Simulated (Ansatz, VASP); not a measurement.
## HC4: VASP beside Ansatz

```
CELL_PARAMETERS angstrom
4.93144 0.00000 0.00000
-2.46572 4.27075 0.00000
0.00000 0.00000 18.00000
ATOMIC_POSITIONS crystal
C 0.16667 0.33333 0.22222
C 0.16667 0.83333 0.22222
C 0.66667 0.33333 0.22222
C 0.66667 0.83333 0.22222
C 0.33333 0.16667 0.22222
C 0.33333 0.66667 0.22222
C 0.83333 0.16667 0.22222
C 0.83333 0.66667 0.22222
H 0.12862 0.37138 0.33611
H 0.20472 0.29528 0.33611
```

Alike in both runs: task single point; functional PBE; dispersion D3(BJ); k mesh 6 × 6 × 1; occupations gaussian, width 0.1 eV; no spin polarisation.

```csv
,VASP,Ansatz
version,VASP 6.6.1,Ansatz 0.2.0
potentials or method,"VASP PAW PBE potentials, release 64 (C, H), cutoff 520 eV","scalar-relativistic, plane waves, PAW"
valence electrons in the cell,34,34
```

Ansatz gave:

- gap on the k mesh at the Fermi level (eV): 0.07
- least direct gap on the mesh (eV): 0.07
- rms of the force components (eV/Å): 1.229

**Question.** Which values does VASP return?

**Answer.** gap on the k mesh at the Fermi level (eV): 0.07; least direct gap on the mesh (eV): 0.07; rms of the force components (eV/Å): 1.239.

Atom by atom the forces differ by 0.010 eV/Å (rms over components).
